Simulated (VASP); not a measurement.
Here is a VASP 6.6.1 calculation.

Contents of INCAR:

```
PREC = Accurate
ENCUT = 520
EDIFF = 1E-6
ISMEAR = 0
SIGMA = 0.05
LREAL = False
LASPH = True
NELM = 60
ALGO = Normal
ISIF = 2
LWAVE = False
LCHARG = True
GGA = PE
LELF = True
LVHAR = True
NBANDS = 16
```

Contents of KPOINTS:

```
regular mesh
0
Gamma
  12 12 4
```

POSCAR

```
BN
1.0
    2.5121751215      0.0000000000      0.0000000000
   -1.2560875608      2.1756074740      0.0000000000
    0.0000000000      0.0000000000      8.3436910039
B N
2 2
Direct
    0.3499825768      0.6788547588      0.2500000000
    0.6833159101      0.3455214254      0.7500000000
    0.3333333333      0.6666666667      0.7500000000
    0.6666666667      0.3333333333      0.2500000000
```

Potentials or basis: VASP PAW PBE potentials, release 64 (B, N).

The run is started by

```bash
$ cat potpaw_PBE.64/B/POTCAR potpaw_PBE.64/N/POTCAR > POTCAR
$ mpirun -np 1 vasp_std > vasp.out
```

**Question.** What does it give for the largest force?

**Answer.** 1.576 eV/Å.

**Question.** Predict the band gap on the k mesh.

**Answer.** 4.41 eV, indirect (least direct gap 4.68 eV).

**Question.** Predict the pressure.

**Answer.** 0.5 GPa.

Stress tensor (GPa, compression positive):
```
 0.75  0.17  0.00
 0.17  0.74  0.00
 0.00  0.00 -0.07
```

Caveat: the cell differs from its parent crystal (all B atoms moved +0.037 Å, as atom 1 along Cartesian [1 1 0]); this functional lacks dispersion, which binds the layers, so the pressure and a relaxed spacing across them are unreliable; forces of over 1 eV/Å act on the atoms, so gaps and moduli don't describe the material at rest. A k mesh can miss the band edges.
